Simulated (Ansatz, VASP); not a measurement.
# One calculation of LiBr, two programs

```
CELL_PARAMETERS angstrom
0.00000 2.55348 2.55348
2.55348 0.00000 2.55348
2.55348 2.55348 0.00000
ATOMIC_POSITIONS crystal
Li 0.00000 0.00000 0.00000
Br 0.50000 0.50000 0.50000
```

Change from the starting cell: volume scaled by 0.8, PAW files.

Alike in both runs: task electric field gradients; functional PBE; k mesh 9 × 9 × 9; occupations fermi-dirac, width 0.03 eV; no spin polarisation.

|  | VASP | Ansatz |
| --- | --- | --- |
| version | VASP 6.6.1 | Ansatz 0.2.0 |
| potentials or method | VASP PAW PBE potentials, release 64 (Li_sv, Br) | PAW with Ansatz's default frozen-core files, scalar-relativistic |
| plane-wave cutoff (eV) | 650 | 420 |
| valence electrons in the cell | 10 | 10 |

VASP gave:

- gap on the k mesh at the Fermi level (eV): 5.75
- pressure (GPa): 9.6

**Question.** Estimate Ansatz's values.

**Answer.** gap on the k mesh at the Fermi level (eV): 5.76; pressure (GPa): 9.7.
